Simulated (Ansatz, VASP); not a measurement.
Zn in VASP and in Ansatz

```
Zn
1.0
     2.71706    0.00000    0.00000
    -1.35853    2.35304    0.00000
     0.00000    0.00000    5.04372
Zn
2
Direct
  0.33333 0.66667 0.25000
  0.66667 0.33333 0.75000
```

Change from the starting cell: volume scaled by 1.06, crystal datasets.

Alike in both runs: task electric field gradients; functional PBEsol; k mesh 16 × 16 × 8; occupations fermi-dirac, width 0.03 eV; no spin polarisation.

|  | VASP | Ansatz |
| --- | --- | --- |
| version | VASP 6.6.1 | Ansatz 0.2.0 |
| potentials or method | VASP PAW PBE potentials, release 64 (Zn), cutoff 520 eV | all-electron PAW with datasets made for the crystal, scalar-relativistic |

```csv
,VASP,Ansatz,Ansatz less VASP
pressure (GPa),-8.3,-8.5,-0.26
"traceless stress, the component that is largest in VASP (GPa)",1.16,1.26,+0.101
size of Vzz on the site where it differs most (V/Å²),34.2,34.3,+0.14
```

VASP's potentials were made for PBE, not for PBEsol. Ansatz ran all-electron here, and VASP with PAW potentials.
